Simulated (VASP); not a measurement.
# Nb2PtSe5 (C2/m) in VASP: single point with PBE

Aim: the single point of Nb2PtSe5 with PBE.

Program: VASP 6.6.1. These are calculated values, not measurements. Logs are shortened: lines on timing, memory, paths and dates and some standing lists are left out, and cuts for length are marked.

## (1) The cell of the first run

The structure is monoclinic, space group C2/m (No. 12). The conventional cell has a = 13.119 Å, b = 3.436 Å, c = 15.993 Å, α = 90.00°, β = 103.95°, γ = 90.00°. Within 3.5 Å of Nb (site symmetry m) lie 7 Se at 2.61 to 2.99 Å and 1 Pt at 3.05 Å and 4 Nb at 3.44 to 3.49 Å. Nb (site symmetry m) has 6 Se at 2.59 to 2.62 Å and 2 Pt at 3.25 Å and 4 Nb at 3.44 to 3.49 Å within 3.5 Å. Within 3.5 Å of Pt (site symmetry 2/m) lie 8 Se at 2.55 to 3.44 Å and 2 Nb at 3.05 Å and 2 Pt at 3.44 Å. Pt (site symmetry 2/m) has 4 Se at 2.46 Å and 4 Nb at 3.25 Å within 3.3 Å. Se (site symmetry m) has 2 Pt at 2.55 Å and 3 Nb at 2.75 to 2.99 Å and 10 Se at 3.29 to 3.84 Å within 3.9 Å. Within 3.9 Å of Se (site symmetry m) lie 3 Nb at 2.60 to 2.62 Å and 10 Se at 3.34 to 3.84 Å. Within 3.5 Å of Se (site symmetry m) lie 3 Nb at 2.59 to 2.61 Å and 6 Se at 3.30 to 3.44 Å and 2 Pt at 3.44 Å. Se (site symmetry m) has 1 Pt at 2.46 Å and 2 Nb at 2.61 Å within 3.2 Å.

## (2) Single point, PBE

Input file INCAR:

```
PREC     = Accurate       # precision mode
ENCUT    = 520            # plane-wave cutoff, eV
EDIFF    = 1E-7           # SCF threshold, eV
ISMEAR   = 0              # smearing method
SIGMA    = 0.15           # smearing width, eV
LREAL    = Auto         
LASPH    = T              # aspherical terms in the spheres
NELM     = 60             # most SCF steps
ALGO     = Normal         # electronic algorithm
ISIF     = 2              # what is computed and relaxed
LWAVE    = F              # write WAVECAR
LCHARG   = F              # write CHGCAR
GGA      = PE             # functional
NBANDS   = 80             # bands
```

Input file KPOINTS:

```
regular mesh
0
Gamma
  4 4 1
```

Input file POSCAR:

```
Nb2PtSe5
1.0
    6.5583108111     -1.7177508937     -0.1328060007
    6.5583108111      1.7177508937     -0.1328060007
   -3.5391144453      0.0000000000     15.5962897096
Nb Pt Se
4 2 10
Direct
    0.8602068947      0.8602068947      0.6271903820
    0.1397931053      0.1397931053      0.3728096180
    0.5679813911      0.5679813911      0.1776151235
    0.4320186089      0.4320186089      0.8223848765
    0.0000000000      0.0000000000      0.5000000000
    0.0000000000      0.0000000000      0.0000000000
    0.3541846892      0.3541846892      0.4921524322
    0.6458153108      0.6458153108      0.5078475678
    0.2593275018      0.2593275018      0.7010764571
    0.7406724982      0.7406724982      0.2989235429
    0.4900860088      0.4900860088      0.3121106353
    0.0828503937      0.0828503937      0.8774800161
    0.9171496063      0.9171496063      0.1225199839
    0.8292899966      0.8292899966      0.8944006392
    0.1707100034      0.1707100034      0.1055993608
    0.5099139912      0.5099139912      0.6878893647
```

Potentials or basis: VASP PAW PBE potentials, release 64 (Nb_sv, Pt, Se).

The run is started by

```bash
> cat potpaw_PBE.64/Nb_sv/POTCAR potpaw_PBE.64/Pt/POTCAR potpaw_PBE.64/Se/POTCAR > POTCAR
> mpirun -np 1 vasp_std > vasp.out
```

OUTCAR:

```text
PREC = Accurate
   ENCUT = 520
   EDIFF = 1E-7
   ISMEAR = 0
   LREAL = Auto
   LASPH = T
   NELM = 60
   ISIF = 2
   GGA = PE

 ion  position               nearest neighbor table
   1  0.860  0.860  0.627-  16 2.61  16 2.61   9 2.62   9 2.62   7 2.75   7 2.75   5 3.05
   2  0.140  0.140  0.373-  11 2.61  11 2.61  10 2.62  10 2.62   8 2.75   8 2.75   5 3.05
   3  0.568  0.568  0.178-  11 2.59  10 2.60  13 2.61  13 2.61  15 2.62  15 2.62   6 3.25   6 3.25

   4  0.432  0.432  0.822-  16 2.59   9 2.60  12 2.61  12 2.61  14 2.62  14 2.62   6 3.25   6 3.25

   5  0.000  0.000  0.500-   8 2.55   8 2.55   7 2.55   7 2.55   1 3.05   2 3.05
   6  0.000  0.000  0.000-  14 2.46  15 2.46  12 2.46  13 2.46   3 3.25   3 3.25   4 3.25   4 3.25

   7  0.354  0.354  0.492-   5 2.55   5 2.55   1 2.75   1 2.75
   8  0.646  0.646  0.508-   5 2.55   5 2.55   2 2.75   2 2.75
   9  0.259  0.259  0.701-   4 2.60   1 2.62   1 2.62
  10  0.741  0.741  0.299-   3 2.60   2 2.62   2 2.62
  11  0.490  0.490  0.312-   3 2.59   2 2.61   2 2.61
  12  0.083  0.083  0.877-   6 2.46   4 2.61   4 2.61
  13  0.917  0.917  0.123-   6 2.46   3 2.61   3 2.61
  14  0.829  0.829  0.894-   6 2.46   4 2.62   4 2.62
  15  0.171  0.171  0.106-   6 2.46   3 2.62   3 2.62
  16  0.510  0.510  0.688-   4 2.59   1 2.61   1 2.61

  LATTYP: Found a base centered monoclinic cell.
 ALAT       =    13.1193106723
 B/A-ratio  =     0.2618660289
 C/A-ratio  =     1.2190273004
 COS(beta)  =    -0.2409928326

  Lattice vectors:

 A1 = (   6.5583108111,  -1.7177508937,  -0.1328060007)
 A2 = (   6.5583108111,   1.7177508937,  -0.1328060007)
 A3 = (  -3.5391144453,   0.0000000000,  15.5962897096)

Analysis of symmetry for initial positions (statically):
=====================================================================
 Subroutine PRICEL returns:
 Original cell was already a primitive cell.

 Routine SETGRP: Setting up the symmetry group for a
 base centered monoclinic supercell.

 Subroutine GETGRP returns: Found  4 space group operations
 (whereof  4 operations were pure point group operations)
 out of a pool of  4 trial point group operations.

The static configuration has the point symmetry C_2h.

Analysis of symmetry for dynamics (positions and initial velocities):
=====================================================================
 Subroutine PRICEL returns:
 Original cell was already a primitive cell.

 Routine SETGRP: Setting up the symmetry group for a
 base centered monoclinic supercell.

 Subroutine GETGRP returns: Found  4 space group operations
 (whereof  4 operations were pure point group operations)
 out of a pool of  4 trial point group operations.

The dynamic configuration has the point symmetry C_2h.

 Subroutine INISYM returns: Found  4 space group operations
 (whereof  4 operations are pure point group operations),
 and found     1 'primitive' translations

----------------------------------------------------------------------------------------

                                     Primitive cell

  volume of cell :     349.7866

  direct lattice vectors                    reciprocal lattice vectors
     6.558310811 -1.717750894 -0.132806001     0.076591091 -0.291078294  0.017380072
     6.558310811  1.717750894 -0.132806001     0.076591091  0.291078294  0.017380072
    -3.539114445  0.000000000 15.596289710     0.001304382  0.000000000  0.064413804

  length of vectors
     6.780836693  6.780836693 15.992797872     0.301487704  0.301487704  0.064427010

  position of ions in fractional coordinates (direct lattice)
     0.860206895  0.860206895  0.627190382
     0.139793105  0.139793105  0.372809618
     0.567981391  0.567981391  0.177615123
     0.432018609  0.432018609  0.822384877
     0.000000000  0.000000000  0.500000000
     0.000000000  0.000000000  0.000000000
[... 8 lines left out ...]
     0.170710003  0.170710003  0.105599361
     0.509913991  0.509913991  0.687889365

  ion indices of the primitive-cell ions
   primitive index   ion index
                 1           1
                 2           2
                 3           3
                 4           4
                 5           5
                 6           6
[... 8 lines left out ...]
                15          15
                16          16

----------------------------------------------------------------------------------------

 KPOINTS: regular mesh

Automatic generation of k-mesh.
 Grid dimensions read from file:
 generate k-points for:    4    4    1

 Generating k-lattice:

  Cartesian coordinates                     Fractional coordinates (reciprocal lattice)
     0.019147773 -0.072769574  0.004345018     0.250000000  0.000000000  0.000000000
     0.019147773  0.072769574  0.004345018     0.000000000  0.250000000  0.000000000
     0.001304382  0.000000000  0.064413804     0.000000000  0.000000000  1.000000000

  Length of vectors
     0.075371926  0.075371926  0.064427010

  Shift w.r.t. Gamma in fractional coordinates (k-lattice)
     0.000000000  0.000000000  0.000000000

 Subroutine IBZKPT returns following result:
 ===========================================

 Found      7 irreducible k-points:

 Following reciprocal coordinates:
            Coordinates               Weight
  0.000000  0.000000  0.000000      1.000000
  0.250000  0.000000  0.000000      4.000000
  0.500000  0.000000  0.000000      2.000000
  0.250000  0.250000  0.000000      2.000000
  0.500000  0.250000  0.000000      4.000000
 -0.250000  0.250000  0.000000      2.000000
  0.500000  0.500000  0.000000      1.000000
   k-points           NKPTS =      7   k-points in BZ     NKDIM =      7   number of bands    NBANDS=     80
   number of dos      NEDOS =    301   number of ions     NIONS =     16
   total plane-waves  NPLWV = 300000
   dimension x,y,z NGX =    50 NGY =   50 NGZ =  120
   dimension x,y,z NGXF=   100 NGYF=  100 NGZF=  240
   ions per type =               4   2  10
   NGX,Y,Z   is equivalent  to a cutoff of  12.26, 12.26, 12.47 a.u.
   NGXF,Y,Z  is equivalent  to a cutoff of  24.52, 24.52, 24.95 a.u.
 SYSTEM =  unknown system
   PREC   = accura    normal or accurate (medium, high low for compatibility)
   ISTART =      0    job   : 0-new  1-cont  2-samecut
   ICHARG =      2    charge: 1-file 2-atom 10-const
   ISPIN  =      1    spin polarized calculation?
   LNONCOLLINEAR =      F non collinear calculations
   LSORBIT =      F    spin-orbit coupling
   LASPH  =      T    aspherical Exc in radial PAW
   ENCUT  =  520.0 eV  38.22 Ry    6.18 a.u.  12.61 12.61 29.74*2*pi/ulx,y,z
   NELM   =     60;   NELMIN=  2; NELMDL= -5     # of ELM steps
   EDIFF  = 0.1E-06   stopping-criterion for ELM
   LREAL  =      T    real-space projection
   EDIFFG = 0.1E-05   stopping-criterion for IOM
   NSW    =      0    number of steps for IOM
   IBRION =     -1    ionic relax: 0-MD 1-quasi-New 2-CG
   NFREE  =      0    steps in history (QN), initial steepest desc. (CG)
   ISIF   =      2    stress and relaxation
   ISYM   =      2    0-nonsym 1-usesym 2-fastsym
   POTIM  = 0.5000    time-step for ionic-motion
   TEBEG  =    0.0;   TEEND  =   0.0 temperature during run
   PSTRESS=    0.0 pullay stress
   NELECT =     132.0000    total number of electrons
   NUPDOWN=      -1.0000    fix difference up-down
   EMIN   =  10.00;   EMAX   =-10.00  energy-range for DOS
   EFERMI =   0.00;   METHOD = LEGACY
   ISMEAR =     0;   SIGMA  =   0.15  broadening in eV -4-tet -1-fermi 0-gaus
   EFERMI_NEDOS =   21; number of points for ismear=-14 and -15
   IALGO  =     38    algorithm
   IMIX   =      4    mixing-type and parameters
     AMIX     =   0.40;   BMIX     =  1.00
     AMIX_MAG =   1.60;   BMIX_MAG =  1.00
  volume/ion in A,a.u.               =      21.86       147.53
  Fermi-wavevector in a.u.,A,eV,Ry     =   1.183037  2.235616 19.042401  1.399577
  Thomas-Fermi vector in A             =   2.319280
   LORBIT       =      0    0 simple, 1 ext, 2 COOP (PROOUT), +10 PAW based schemes
   GGA     = PE    functional components
   LHFCALC =     F    Hartree Fock is set to
   AEXX    =    0.0000 exact exchange contribution
   IVDW    =     0    specifies the selected vdW correction
   LEPSILON=     F    determine dielectric tensor
   LRPA    =     F    only Hartree local field effects (RPA)
 non-spin polarized calculation
 Gauss-broadening in eV      SIGMA  =   0.15
  energy-cutoff  :      520.00
  volume of cell :      349.79
 maximum number of plane-waves:      9477
   NGX = 25   NGY = 25   NGZ = 59

 number of electron     131.9999999 magnetization

 Free energy of the ion-electron system (eV)
  ---------------------------------------------------
  ext. energy  EPLUGINS =         0.00000000
  ---------------------------------------------------
  free energy    TOTEN  =       -99.71980343 eV

  energy without entropy =      -99.65584214  energy(sigma->0) =      -99.68782279

 E-fermi :   5.8618     XC(G=0): -10.3114

 val. band max:        5.8597555013   @ k =  -0.2500   0.2500   0.0000
 cond. band min:       5.8753987744   @ k =   0.5000   0.0000   0.0000
 fundamental gap:      0.0156432730
 Fermi energy:         5.8617609764

 k-point     1 :       0.0000    0.0000    0.0000
  band No.  band energies     occupation
      1     -49.7271      2.00000
      2     -49.7269      2.00000
      3     -49.3439      2.00000
      4     -49.3439      2.00000
      5     -25.8016      2.00000
      6     -25.8012      2.00000
[... 70 lines left out ...]
     77       8.1325      0.00000
     78       8.4550      0.00000

 k-point     2 :       0.2500    0.0000    0.0000
  band No.  band energies     occupation
      1     -49.7209      2.00000
      2     -49.7208      2.00000
      3     -49.3380      2.00000
      4     -49.3380      2.00000
      5     -25.8908      2.00000
      6     -25.8903      2.00000
[... 70 lines left out ...]
     77       8.2036      0.00000
     78       8.3116      0.00000
[... 322 lines left out ...]
     77       8.5371      0.00000
     78       8.5677      0.00000

 k-point     7 :       0.5000    0.5000    0.0000
  band No.  band energies     occupation
      1     -49.7270      2.00000
      2     -49.7269      2.00000
      3     -49.3439      2.00000
      4     -49.3439      2.00000
      5     -25.8023      2.00000
      6     -25.8006      2.00000
[... 70 lines left out ...]
     77       8.3132      0.00000
     78       8.3968      0.00000
 [bands above 78 left out]

------------------------ aborting loop because EDIFF is reached ----------------------------------------

  FORCE on cell =-STRESS in cart. coord.  units (eV):
  Direction    XX          YY          ZZ          XY          YZ          ZX
  --------------------------------------------------------------------------------------
  -------------------------------------------------------------------------------------
  Total       -0.0196190      0.3557134     -0.1029113      0.0000000      0.0000000     -0.0984061
  in kB       -0.0898638      1.6293246     -0.4713792      0.0000000      0.0000000     -0.4507435
  external PRESSURE =       0.3560272 kB  Pullay stress =       0.0000000 kB

 VOLUME and BASIS-vectors are now :
 -----------------------------------------------------------------------------
  energy-cutoff  :      520.00
  volume of cell :      349.79
      direct lattice vectors                 reciprocal lattice vectors
     6.558310811 -1.717750894 -0.132806001     0.076591091 -0.291078294  0.017380072
     6.558310811  1.717750894 -0.132806001     0.076591091  0.291078294  0.017380072
    -3.539114445  0.000000000 15.596289710     0.001304382  0.000000000  0.064413804

 POSITION                                       TOTAL-FORCE (eV/Angst)
 -----------------------------------------------------------------------------------
      9.06331      0.00000      9.55336        -0.061326      0.000000      0.023158
      0.51420      0.00000      5.77732         0.061326      0.000000     -0.023158
      6.82140      0.00000      2.61927         0.005106      0.000000     -0.048378
      2.75611      0.00000     12.71140        -0.005106      0.000000      0.048378
     -1.76956      0.00000      7.79814        -0.000000      0.000000      0.000000
      0.00000      0.00000      0.00000        -0.000000      0.000000      0.000000
[... 8 lines left out ...]
      1.86541      0.00000      1.60162        -0.004453      0.000000      0.023300
      4.25383      0.00000     10.59308         0.014879      0.000000     -0.027635
 -----------------------------------------------------------------------------------
    total drift:                                0.000000     -0.000000     -0.000000

  FREE ENERGIE OF THE ION-ELECTRON SYSTEM (eV)
  ---------------------------------------------------
  free  energy   TOTEN  =       -99.7198034342 eV

  energy  without entropy=      -99.6558421422  energy(sigma->0) =      -99.68782279
```

Wall time 9.2 min (1 thread of Intel Xeon 6975P-C (Granite Rapids), shared host); peak memory 0.68 GiB.

What came out:

```yaml
Free_energy: -99.7198 eV
Pressure: 0.0 GPa
Largest_force: 0.066 eV/Å
Band_gap_on_the_k_mesh: zero (bands 66 and 67 overlap by 0.04 eV)
```

Forces in eV/Å, atoms in the order of the input:
```
Nb  -0.061  0.000  0.023
Nb   0.061  0.000 -0.023
Nb   0.005  0.000 -0.048
Nb  -0.005  0.000  0.048
Pt   0.000  0.000  0.000
Pt   0.000  0.000  0.000
Se  -0.040  0.000  0.002
Se   0.040  0.000 -0.002
Se   0.023  0.000 -0.016
Se  -0.023  0.000  0.016
Se  -0.015  0.000  0.028
Se  -0.016  0.000 -0.006
Se   0.016  0.000  0.006
Se   0.004  0.000 -0.023
Se  -0.004  0.000  0.023
Se   0.015  0.000 -0.028
```

Caveat: the k points lie up to 0.47 Å⁻¹ apart; spin-orbit coupling is left out, which moves the levels of the heavy elements.
